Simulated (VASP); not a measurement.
# Ru (P6_3/mmc) in VASP: further runs

The runs below take Ru through single point, with PBE.

All numbers are computed with VASP 6.6.1; they aren't measurements. Logs are shortened: lines on timing, memory, paths and dates and some standing lists are left out, and cuts for length are marked.

**1. The cell of the first run**

It takes space group P6_3/mmc (No. 194, hexagonal). Conventional cell: a = 2.720 Å, b = 2.720 Å, c = 4.297 Å, α = 90.00°, β = 90.00°, γ = 120.00°. Ru (site symmetry -6m2) has 12 Ru at 2.66 to 2.72 Å within 3.5 Å.

**2. Single point, PBE**

Input file INCAR:

```
ALGO = Fast
EDIFF = 1E-6
ENCUT = 520
GGA = PE
ISIF = 2
ISMEAR = 0
LASPH = True
LCHARG = False
LREAL = False
LWAVE = False
NBANDS = 66
NELM = 80
PREC = Accurate
SIGMA = 0.1
```

Input file KPOINTS:

```
k-points
0
Gamma
  8 6 6
```

Input file POSCAR:

```
Ru
1.0
    0.0000000000      0.0000000000     -4.2967707664
    5.4399934798     -0.0000000001      0.0000000000
   -2.7199967399     -4.7111725499      0.0000000000
Ru
8
Direct
    0.7500000000      0.8333333333      0.1666666667
    0.7500000000      0.3333333333      0.1666666667
    0.7500000000      0.8333333333      0.6666666667
    0.7500000000      0.3333333333      0.6666666667
    0.2500000000      0.1666666667      0.3333333333
    0.2500000000      0.6666666667      0.3333333333
    0.2500000000      0.1666666667      0.8333333333
    0.2500000000      0.6666666667      0.8333333333
```

Potentials or basis: VASP PAW PBE potentials, release 64 (Ru_pv).

Launch:

```sh
cat potpaw_PBE.64/Ru_pv/POTCAR > POTCAR
mpirun -np 1 vasp_std > vasp.out
```

OUTCAR:

```text
EDIFF = 1E-6
   ENCUT = 520
   GGA = PE
   ISIF = 2
   ISMEAR = 0
   LASPH = True
   LREAL = False
   NELM = 80
   PREC = Accurate

 ion  position               nearest neighbor table
   1  0.750  0.833  0.167-   6 2.66   6 2.66   8 2.66   8 2.66   5 2.66   5 2.66   3 2.72   3 2.72
                             2 2.72   2 2.72   4 2.72   4 2.72
   2  0.750  0.333  0.167-   5 2.66   5 2.66   7 2.66   7 2.66   6 2.66   6 2.66   4 2.72   4 2.72
                             1 2.72   1 2.72   3 2.72   3 2.72
   3  0.750  0.833  0.667-   8 2.66   8 2.66   6 2.66   6 2.66   7 2.66   7 2.66   1 2.72   1 2.72
                             4 2.72   4 2.72   2 2.72   2 2.72
   4  0.750  0.333  0.667-   7 2.66   7 2.66   5 2.66   5 2.66   8 2.66   8 2.66   2 2.72   2 2.72
                             3 2.72   3 2.72   1 2.72   1 2.72
   5  0.250  0.167  0.333-   2 2.66   2 2.66   4 2.66   4 2.66   1 2.66   1 2.66   7 2.72   7 2.72
                             6 2.72   6 2.72   8 2.72   8 2.72
   6  0.250  0.667  0.333-   1 2.66   1 2.66   3 2.66   3 2.66   2 2.66   2 2.66   8 2.72   8 2.72
                             5 2.72   5 2.72   7 2.72   7 2.72
   7  0.250  0.167  0.833-   4 2.66   4 2.66   2 2.66   2 2.66   3 2.66   3 2.66   5 2.72   5 2.72
                             8 2.72   8 2.72   6 2.72   6 2.72
   8  0.250  0.667  0.833-   3 2.66   3 2.66   1 2.66   1 2.66   4 2.66   4 2.66   6 2.72   6 2.72
                             7 2.72   7 2.72   5 2.72   5 2.72

  LATTYP: Found a hexagonal cell.
 ALAT       =     5.4399934798
 C/A-ratio  =     0.7898485140

  Lattice vectors:

 A1 = (   5.4399934798,  -0.0000000001,   0.0000000000)
 A2 = (  -2.7199967399,  -4.7111725499,   0.0000000000)
 A3 = (   0.0000000000,   0.0000000000,  -4.2967707664)

Analysis of symmetry for initial positions (statically):
=====================================================================
 Subroutine PRICEL returns following result:

  LATTYP: Found a hexagonal cell.
 ALAT       =     2.7199967399
 C/A-ratio  =     1.5796970281

  Lattice vectors:

 A1 = (   2.7199967399,  -0.0000000001,   0.0000000000)
 A2 = (  -1.3599983700,  -2.3555862749,   0.0000000000)
 A3 = (   0.0000000000,   0.0000000000,  -4.2967707664)

   4 primitive cells build up your supercell.

 Routine SETGRP: Setting up the symmetry group for a
 hexagonal supercell.

 Subroutine GETGRP returns: Found 24 space group operations
 (whereof 12 operations were pure point group operations)
 out of a pool of 24 trial point group operations.

The static configuration has the point symmetry D_3d.
 The point group associated with its full space group is D_6h.

Analysis of symmetry for dynamics (positions and initial velocities):
=====================================================================
 Subroutine PRICEL returns following result:

  LATTYP: Found a hexagonal cell.
 ALAT       =     2.7199967399
 C/A-ratio  =     1.5796970281

  Lattice vectors:

 A1 = (   2.7199967399,  -0.0000000001,   0.0000000000)
 A2 = (  -1.3599983700,  -2.3555862749,   0.0000000000)
 A3 = (   0.0000000000,   0.0000000000,  -4.2967707664)

   4 primitive cells build up your supercell.

 Routine SETGRP: Setting up the symmetry group for a
 hexagonal supercell.

 Subroutine GETGRP returns: Found 24 space group operations
 (whereof 12 operations were pure point group operations)
 out of a pool of 24 trial point group operations.

The dynamic configuration has the point symmetry D_3d.
 The point group associated with its full space group is D_6h.

 Subroutine INISYM returns: Found 24 space group operations
 (whereof 12 operations are pure point group operations),
 and found     4 'primitive' translations

----------------------------------------------------------------------------------------

                                     Primitive cell

  volume of cell :      27.5302

  direct lattice vectors                    reciprocal lattice vectors
     2.719996740 -0.000000000  0.000000000     0.367647499 -0.212261383  0.000000000
    -1.359998370 -2.355586275  0.000000000    -0.000000000 -0.424522766  0.000000000
     0.000000000  0.000000000 -4.296770766     0.000000000  0.000000000 -0.232732918

  length of vectors
     2.719996740  2.719996740  4.296770766     0.424522766  0.424522766  0.232732918

  position of ions in fractional coordinates (direct lattice)
     0.666666667  0.333333333  0.750000000
     0.333333333  0.666666667  0.250000000

  ion indices of the primitive-cell ions
   primitive index   ion index
                 1           1
                 2           6

----------------------------------------------------------------------------------------

 KPOINTS: k-points

Automatic generation of k-mesh.
 Grid dimensions read from file:
 generate k-points for:    8    6    6

 Generating k-lattice:

  Cartesian coordinates                     Fractional coordinates (reciprocal lattice)
     0.000000000  0.000000000 -0.029091615     0.125000000  0.000000000  0.000000000
     0.030637292 -0.017688449  0.000000000     0.000000000  0.166666667  0.000000000
    -0.000000000 -0.035376897  0.000000000     0.000000000  0.000000000  0.166666667

  Length of vectors
     0.029091615  0.035376897  0.035376897

  Shift w.r.t. Gamma in fractional coordinates (k-lattice)
     0.000000000  0.000000000  0.000000000

 Subroutine IBZKPT returns following result:
 ===========================================

 Found     35 irreducible k-points:

 Following reciprocal coordinates:
            Coordinates               Weight
  0.000000  0.000000  0.000000      1.000000
  0.125000  0.000000  0.000000      2.000000
  0.250000  0.000000  0.000000      2.000000
  0.375000  0.000000  0.000000      2.000000
  0.500000  0.000000  0.000000      1.000000
  0.000000  0.166667  0.000000      6.000000
[... 16 lines left out ...]
  0.250000  0.166667  0.166667     12.000000
  0.375000  0.166667  0.166667     12.000000
 [... further k-points ...]
   k-points           NKPTS =     35   k-points in BZ     NKDIM =     35   number of bands    NBANDS=     66
   number of dos      NEDOS =    301   number of ions     NIONS =      8
   total plane-waves  NPLWV =  51200
   dimension x,y,z NGX =    32 NGY =   40 NGZ =   40
   dimension x,y,z NGXF=    64 NGYF=   80 NGZF=   80
   ions per type =               8
   NGX,Y,Z   is equivalent  to a cutoff of  12.38, 12.22, 12.22 a.u.
   NGXF,Y,Z  is equivalent  to a cutoff of  24.76, 24.45, 24.45 a.u.
 SYSTEM =  unknown system
   PREC   = accura    normal or accurate (medium, high low for compatibility)
   ISTART =      0    job   : 0-new  1-cont  2-samecut
   ICHARG =      2    charge: 1-file 2-atom 10-const
   ISPIN  =      1    spin polarized calculation?
   LNONCOLLINEAR =      F non collinear calculations
   LSORBIT =      F    spin-orbit coupling
   LASPH  =      T    aspherical Exc in radial PAW
   ENCUT  =  520.0 eV  38.22 Ry    6.18 a.u.   7.99 10.11 10.11*2*pi/ulx,y,z
   NELM   =     80;   NELMIN=  2; NELMDL= -5     # of ELM steps
   EDIFF  = 0.1E-05   stopping-criterion for ELM
   LREAL  =      F    real-space projection
[... 7 lines left out ...]
   TEBEG  =    0.0;   TEEND  =   0.0 temperature during run
   PSTRESS=    0.0 pullay stress
   NELECT =     112.0000    total number of electrons
   NUPDOWN=      -1.0000    fix difference up-down
   EMIN   =  10.00;   EMAX   =-10.00  energy-range for DOS
   EFERMI =   0.00;   METHOD = LEGACY
   ISMEAR =     0;   SIGMA  =   0.10  broadening in eV -4-tet -1-fermi 0-gaus
   EFERMI_NEDOS =   21; number of points for ismear=-14 and -15
   IALGO  =     68    algorithm
   IMIX   =      4    mixing-type and parameters
     AMIX     =   0.40;   BMIX     =  1.00
     AMIX_MAG =   1.60;   BMIX_MAG =  1.00
  volume/ion in A,a.u.               =      13.77        92.89
  Fermi-wavevector in a.u.,A,eV,Ry     =   1.646358  3.111166 36.878525  2.710495
  Thomas-Fermi vector in A             =   2.736000
   LORBIT       =      0    0 simple, 1 ext, 2 COOP (PROOUT), +10 PAW based schemes
   GGA     = PE    functional components
   LHFCALC =     F    Hartree Fock is set to
   AEXX    =    0.0000 exact exchange contribution
   IVDW    =     0    specifies the selected vdW correction
   LEPSILON=     F    determine dielectric tensor
   LRPA    =     F    only Hartree local field effects (RPA)
 non-spin polarized calculation
 RMM-DIIS sequential band-by-band and
 Gauss-broadening in eV      SIGMA  =   0.10
  energy-cutoff  :      520.00
  volume of cell :      110.12
 maximum number of plane-waves:      3004
 NGX is ok and might be reduce to    32
   NGX = 15   NGY = 21   NGZ = 21

 number of electron     112.0000052 magnetization

 Free energy of the ion-electron system (eV)
  ---------------------------------------------------
  ext. energy  EPLUGINS =         0.00000000
  ---------------------------------------------------
  free energy    TOTEN  =       -73.93169903 eV

  energy without entropy =      -73.89759497  energy(sigma->0) =      -73.91464700

 E-fermi :  12.6184     XC(G=0): -14.0348

 val. band max:       12.6164408408   @ k =   0.3750   0.5000   0.0000
 cond. band min:      12.6215018691   @ k =   0.5000   0.1667   0.0000
 fundamental gap:      0.0050610283
 Fermi energy:        12.6183690584

 k-point     1 :       0.0000    0.0000    0.0000
  band No.  band energies     occupation
      1     -31.0080      2.00000
      2     -30.8299      2.00000
      3     -30.8299      2.00000
      4     -30.8299      2.00000
      5     -30.6469      2.00000
      6     -30.6469      2.00000
[... 58 lines left out ...]
     65      14.4663      0.00000
     66      14.4663      0.00000

 k-point     2 :       0.1250    0.0000    0.0000
  band No.  band energies     occupation
      1     -30.9684      2.00000
      2     -30.8639      2.00000
      3     -30.8639      2.00000
      4     -30.8639      2.00000
      5     -30.6835      2.00000
      6     -30.6835      2.00000
[... 1507 lines left out ...]
     65      14.2967      0.00000
     66      14.7468      0.00000

 k-point    24 :       0.3750    0.1667    0.1667
  band No.  band energies     occupation
      1     -30.8716      2.00000
      2     -30.8458      2.00000
      3     -30.8458      2.00000
      4     -30.8043      2.00000
      5     -30.7544      2.00000
      6     -30.7544      2.00000
[... 58 lines left out ...]
     65      14.2529      0.00000
     66      14.4956      0.00000

 [... further k-points ...]

------------------------ aborting loop because EDIFF is reached ----------------------------------------

  FORCE on cell =-STRESS in cart. coord.  units (eV):
  Direction    XX          YY          ZZ          XY          YZ          ZX
  --------------------------------------------------------------------------------------
  -------------------------------------------------------------------------------------
  Total       -0.0593953     -0.0593953     -0.1098093      0.0000000     -0.0000000      0.0000000
  in kB       -0.8641572     -0.8641572     -1.5976444      0.0000000     -0.0000000      0.0000000
  external PRESSURE =      -1.1086529 kB  Pullay stress =       0.0000000 kB

 VOLUME and BASIS-vectors are now :
 -----------------------------------------------------------------------------
  energy-cutoff  :      520.00
  volume of cell :      110.12
      direct lattice vectors                 reciprocal lattice vectors
     0.000000000  0.000000000 -4.296770766     0.000000000  0.000000000 -0.232732918
     5.439993480 -0.000000000  0.000000000     0.183823750 -0.106130691  0.000000000
    -2.719996740 -4.711172550  0.000000000    -0.000000000 -0.212261383  0.000000000

 POSITION                                       TOTAL-FORCE (eV/Angst)
 -----------------------------------------------------------------------------------
      4.08000     -0.78520     -3.22258         0.000000      0.000000      0.000000
      1.36000     -0.78520     -3.22258         0.000000      0.000000     -0.000000
      2.72000     -3.14078     -3.22258         0.000000      0.000000     -0.000000
     -0.00000     -3.14078     -3.22258         0.000000      0.000000      0.000000
      0.00000     -1.57039     -1.07419        -0.000000     -0.000000      0.000000
      2.72000     -1.57039     -1.07419        -0.000000     -0.000000      0.000000
     -1.36000     -3.92598     -1.07419        -0.000000     -0.000000     -0.000000
      1.36000     -3.92598     -1.07419        -0.000000     -0.000000     -0.000000
 -----------------------------------------------------------------------------------
    total drift:                                0.000001      0.000000     -0.000000

  FREE ENERGIE OF THE ION-ELECTRON SYSTEM (eV)
  ---------------------------------------------------
  free  energy   TOTEN  =       -73.9316990294 eV

  energy  without entropy=      -73.8975949739  energy(sigma->0) =      -73.91464700
```

It took 2.5 min on 1 thread of AMD EPYC 9R45 (Zen 5), shared host; peak memory 0.29 GiB.

Results:

- Free energy: -73.9317 eV
- Pressure: -0.1 GPa
- Band gap on the k mesh: zero (bands 56 and 57 overlap by 1.60 eV)

**3. Single point, PBE**

Input file INCAR:

```
SYSTEM = Ru
PREC     = Accurate       ! precision mode
ENCUT    = 520            ! plane-wave cutoff, eV
EDIFF    = 1E-6           ! SCF threshold, eV
ISMEAR   = 0              ! smearing method
SIGMA    = 0.1            ! smearing width, eV
LREAL    = .FALSE.        ! projectors in reciprocal space
LASPH    = .TRUE.         ! aspherical terms in the spheres
NELM     = 80             ! most SCF steps
ALGO     = Fast           ! electronic algorithm
ISIF     = 2              ! what is computed and relaxed
LWAVE    = .FALSE.        ! write WAVECAR
LCHARG   = .FALSE.        ! write CHGCAR
GGA      = PE             ! functional
NBANDS   = 66             ! bands
```

Input file KPOINTS:

```
Automatic mesh
0
G
  8 6 6
  0 0 0
```

POSCAR is that of step 2.

Potentials or basis: VASP PAW PBE potentials, release 64 (Ru_pv).

Launch:

```sh
cat potpaw_PBE.64/Ru_pv/POTCAR > POTCAR
mpirun -np 1 vasp_std > vasp.out
```

Run time: 2.5 min. Hardware: 1 thread of AMD EPYC 9R45 (Zen 5), shared host; peak memory 0.29 GiB.

Results (log left out):

| Property | Result |
| --- | --- |
| Free energy | -73.9317 eV |
| Pressure | -0.1 GPa |
| Band gap on the k mesh | zero (bands 56 and 57 overlap by 1.60 eV) |

Levels at points of the mesh, in eV from the Fermi level:
```
           k point  band 51  band 52  band 53  band 54  band 55  band 56  band 57  band 58  band 59  band 60
(0.00, 0.00, 0.00)    -1.51    -1.51    -1.40    -1.40     1.13     1.13     1.27     1.35     1.35     1.35
(0.50, 0.00, 0.00)     0.41     0.41     0.41     0.41     0.41     0.41     0.50     0.50     0.50     0.50
(0.00, 0.50, 0.00)    -1.52    -1.52    -0.89    -0.89    -0.64    -0.64    -0.37    -0.37     0.06     0.06
(0.50, 0.50, 0.00)    -1.59    -1.59    -1.39    -1.39    -1.39    -1.39     0.49     0.49     0.49     0.49
```

**4. Single point, PBE (biaxial strain in the a-b plane: +1.0 %, then relaxed in part)**

Input file INCAR:

```
PREC = Accurate
ENCUT = 520
EDIFF = 1E-6
ISMEAR = 0
SIGMA = 0.1
LREAL = F
LASPH = T
NELM = 80
ALGO = Fast
ISIF = 2
LWAVE = F
LCHARG = T
GGA = PE
LELF = T
LVHAR = T
NBANDS = 21
```

Input file KPOINTS:

```
Automatic mesh
0
Gamma
  24 24 12
```

Input file POSCAR:

```
Ru
1.0
    2.7471967063      0.0000000000      0.0000000000
   -1.3735983532      2.3791421369      0.0000000000
    0.0000000000      0.0000000000      4.2695966922
Ru
2
Direct
    0.3333333333      0.6666666667      0.2500000000
    0.6666666667      0.3333333333      0.7500000000
```

Launch:

```sh
cat potpaw_PBE.64/Ru_pv/POTCAR > POTCAR
mpirun -np 1 vasp_std > vasp.out
```

Run time: 2.3 min. Hardware: 1 thread of AMD EPYC 7R13 (Zen 3), shared host; peak memory 0.26 GiB.

It converged, with:

| Item | Value |
| --- | --- |
| Free energy | -18.4622 eV |
| Pressure | -3.9 GPa |
| Band gap on the k mesh | zero (bands 14 and 15 overlap by 3.06 eV) |

Stress tensor (GPa, compression positive):
```
-5.81  0.00  0.00
 0.00 -5.81  0.00
 0.00  0.00 -0.10
```

Levels at points of the mesh, in eV from the Fermi level:
```csv
k point,band 10,band 11,band 12,band 13,band 14,band 15,band 16,band 17,band 18,band 19
"(0.00, 0.00, 0.00)",-2.52,-2.18,-1.83,-1.83,-1.48,-1.48,1.11,1.11,1.46,10.20
"(0.50, 0.00, 0.00)",-3.03,-1.91,-1.82,-1.39,1.23,1.67,1.88,3.86,5.85,10.84
"(0.00, 0.00, 0.50)",-2.73,-2.73,-2.73,-2.55,-2.55,0.51,0.51,0.51,0.51,10.43
"(0.50, 0.00, 0.50)",-4.30,-1.10,-1.10,0.40,0.40,1.51,1.51,3.26,3.26,10.18
```

Caveat: the cell differs from its parent crystal (biaxial strain in the a-b plane: +1.0 %, then relaxed in part); the stress differs along the axes, from -6 to -0 GPa.

**5. Single point, PBE (biaxial strain in the a-b plane: +1.0 %)**

Input file INCAR:

```
SYSTEM = Ru
PREC = Accurate
ENCUT = 520
EDIFF = 1E-6
ISMEAR = 0
SIGMA = 0.1
LREAL = .False.
LASPH = .True.
NELM = 100
ALGO = Fast
ISIF = 2
LWAVE = .False.
LCHARG = .False.
GGA = PE
NBANDS = 21
```

Input file KPOINTS:

```
regular mesh
0
Gamma
  24 24 12
  0 0 0
```

Edit POSCAR of step 4 so:

```diff
@@ -4,3 +4,3 @@
    -1.3735983532      2.3791421369      0.0000000000
-    0.0000000000      0.0000000000      4.2695966922
+    0.0000000000      0.0000000000      4.2709901427
 Ru
```

Launch:

```sh
cat potpaw_PBE.64/Ru_pv/POTCAR > POTCAR
mpirun -np 1 vasp_std > vasp.out
```

Wall time 2.2 min (1 thread of AMD EPYC 7R13 (Zen 3), shared host); peak memory 0.26 GiB.

The run converged. Its results:

```
Free energy            : -18.4622 eV
Pressure               : -4.0 GPa
Band gap on the k mesh : zero (bands 14 and 15 overlap by 3.06 eV)
```

Stress tensor (GPa, compression positive):
```
-5.87  0.00  0.00
 0.00 -5.87  0.00
 0.00  0.00 -0.30
```

Levels at points of the mesh, in eV from the Fermi level:
| k point | band 12 | band 13 | band 14 | band 15 | band 16 | band 17 |
| --- | --- | --- | --- | --- | --- | --- |
| (0.00, 0.00, 0.00) | -1.83 | -1.83 | -1.48 | -1.48 | 1.11 | 1.11 |
| (0.50, 0.00, 0.00) | -1.82 | -1.39 | 1.23 | 1.67 | 1.88 | 3.85 |
| (0.00, 0.00, 0.50) | -2.73 | -2.55 | -2.55 | 0.51 | 0.51 | 0.51 |
| (0.50, 0.00, 0.50) | -1.09 | 0.40 | 0.40 | 1.51 | 1.51 | 3.26 |

Caveat: the cell differs from its parent crystal (biaxial strain in the a-b plane: +1.0 %); the stress differs along the axes, from -6 to -0 GPa.

[end of part 1 of 2]
